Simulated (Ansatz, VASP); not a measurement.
## Rb in VASP and in Ansatz

```xyz
2
Lattice="0.0000 5.3677 5.3677 5.3677 0.0000 5.3677 5.3677 5.3677 0.0000" Properties=species:S:1:pos:R:3 pbc="T T T"
Rb    1.3419    1.3419    1.3419
Rb    9.3935    9.3935    9.3935
```

Alike in both runs: task single point; functional BLYP; k mesh 6 × 6 × 6; occupations fermi-dirac, width 0.1 eV; no spin polarisation.

|  | VASP | Ansatz |
| --- | --- | --- |
| version | VASP 6.6.1 | Ansatz 0.2.0 |
| potentials or method | VASP PAW PBE potentials, release 64 (Rb_sv), cutoff 520 eV | plane waves (420 eV) with PAW, scalar-relativistic |
| valence electrons in the cell | 18 | 18 |

```csv
,VASP,Ansatz,Ansatz less VASP
pressure (GPa),0.1,0.1,0.00
```

VASP's potentials were made for PBE, not for BLYP. The functional is the same, so the differences come from potentials, cutoffs and numerics.
